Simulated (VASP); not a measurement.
A run of VASP 6.6.1:

POSCAR

```
MgO
1.0
    0.0000000000      2.0850485406      2.0850485406
    2.0850485406      0.0000000000      2.0850485406
    2.0850485406      2.0850485406      0.0000000000
Mg O
1 1
Direct
    0.0000000000      0.0000000000      0.0000000000
    0.5000000000      0.5000000000      0.5000000000
```

The input INCAR.step1:

```
PREC = Accurate
ENCUT = 920
ISMEAR = 0
SIGMA = 0.02
LREAL = False
LASPH = True
NELM = 120
NBANDS = 15
GGA = PE
ALGO = Normal
EDIFF = 1E-5
LWAVE = True
LCHARG = False
GGA_COMPAT = False
```

INCAR.step2

```
PREC = Accurate
ENCUT = 920
EDIFF = 1E-6
ISMEAR = 0
SIGMA = 0.02
LREAL = False
LASPH = True
NELM = 120
ALGO = Normal
ISIF = 2
LWAVE = False
LCHARG = False
METAGGA = R2SCAN
LMIXTAU = True
NBANDS = 15
ISTART = 1
GGA_COMPAT = False
```

The input KPOINTS:

```
Automatic mesh
0
Gamma
  10 10 10
```

Potentials or basis: VASP PAW PBE potentials, release 64 (Mg_sv, O).

Launch:

```console
$ cat potpaw_PBE.64/Mg_sv/POTCAR potpaw_PBE.64/O/POTCAR > POTCAR
$ cp INCAR.step1 INCAR
$ mpirun -np 1 vasp_std > vasp.out
$ cp INCAR.step2 INCAR
$ mpirun -np 1 vasp_std > vasp.out
```

Hardware: 1 thread of Intel(R) Xeon(R) Platinum 8259CL CPU @ 2.50GHz (Skylake/Cascade Lake), on a shared host.

Question: Estimate the wall time of this run.

Answer: Wall time 3.3 min on 1 thread of Intel(R) Xeon(R) Platinum 8259CL CPU @ 2.50GHz (Skylake/Cascade Lake), with other jobs on the host, peak memory 0.18 GiB. Counts: k points 47.
